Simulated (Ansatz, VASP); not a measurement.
One calculation of Au, two programs

```xyz
1
Lattice="0.0000 2.0615 2.0615 2.0615 0.0000 2.0615 2.0615 2.0615 0.0000" Properties=species:S:1:pos:R:3 pbc="T T T"
Au    0.0000    0.0000    0.0000
```

Alike in both runs: task single point; functional r2SCAN; k mesh 22 × 22 × 22; occupations fermi-dirac, width 0.1 eV; no spin polarisation.

```csv
,VASP,Ansatz
version,VASP 6.6.1,Ansatz 0.2.0
potentials or method,"VASP PAW PBE potentials, release 64 (Au), cutoff 520 eV","plane waves (500 eV) with PAW, scalar-relativistic"
valence electrons in the cell,11,19
```

Ansatz gave:

| Item | Value |
| --- | --- |
| pressure (GPa) | 0.2 |

What did VASP give for the same quantities?

Pressure (GPa): 0.5.

VASP's potentials were made for PBE, not for r2SCAN. VASP's potentials hold 11 valence electrons a cell and Ansatz's 19, so a difference there can come from the potentials and not from the codes.

Spin-orbit coupling is off throughout.
